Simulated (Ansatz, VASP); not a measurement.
## One calculation of BP, two programs

File INCAR:

```
SYSTEM = BP
  PREC = Accurate
  ENCUT = 600
  EDIFF = 1E-6
  ISMEAR = -1
  SIGMA = 0.1
  LREAL = .False.
  LASPH = .True.
  NELM = 60
  ALGO = Normal
  ISIF = 3
  LWAVE = .False.
  LCHARG = .False.
  GGA = PS
  IBRION = 2
  NSW = 60
  EDIFFG = -0.005
```

The input KPOINTS:

```
regular mesh
0
Gamma
  15 15 15
  0 0 0
```

File POSCAR:

```
BP
1.0
    0.0000000000      2.1544346900      2.1544346900
    2.1544346900      0.0000000000      2.1544346900
    2.1544346900      2.1544346900      0.0000000000
B P
1 1
Direct
    0.0000000000      0.0000000000      0.0000000000
    0.5000000000      0.5000000000      0.5000000000
```

Input for Ansatz:

```yaml
crystal:
  lattice:
    - [0.0, 2.15443469, 2.15443469]
    - [2.15443469, 0.0, 2.15443469]
    - [2.15443469, 2.15443469, 0.0]
  atoms:
    - { symbol: B, position: [0.0, 0.0, 0.0] }
    - { symbol: P, position: [0.5, 0.5, 0.5] }
kpoints:
  mp_grid: { grid: [15, 15, 15] }
scf:
  occupations: { method: fermi_dirac, width: 0.1 }
hamiltonian:
  xc: pbesol
  pseudopotentials: { kind: paw }
output:
  forces: true
  stress: true
relax:
  f_tol: 0.005
  max_steps: 40
  cell: {}
```

Alike in both runs: task relaxation of cell and atoms; functional PBEsol; k mesh 15 × 15 × 15; occupations fermi-dirac, width 0.1 eV; no spin polarisation.

|  | VASP | Ansatz |
| --- | --- | --- |
| version | VASP 6.6.1 | Ansatz 0.2.0 |
| potentials or method | VASP PAW PBE potentials, release 64 (B, P) | PAW with Ansatz's default frozen-core files, scalar-relativistic |
| plane-wave cutoff (eV) | 600 | 420 |
| valence electrons in the cell | 8 | 8 |

|  | VASP | Ansatz | Ansatz less VASP |
| --- | --- | --- | --- |
| relaxed volume (Å³/atom) | 9.88 | 9.87 | -0.010 |
| relaxed cell length with the largest relative difference (Å) | 3.034 | 3.033 | -0.0011 |

VASP's potentials were made for PBE, not for PBEsol.
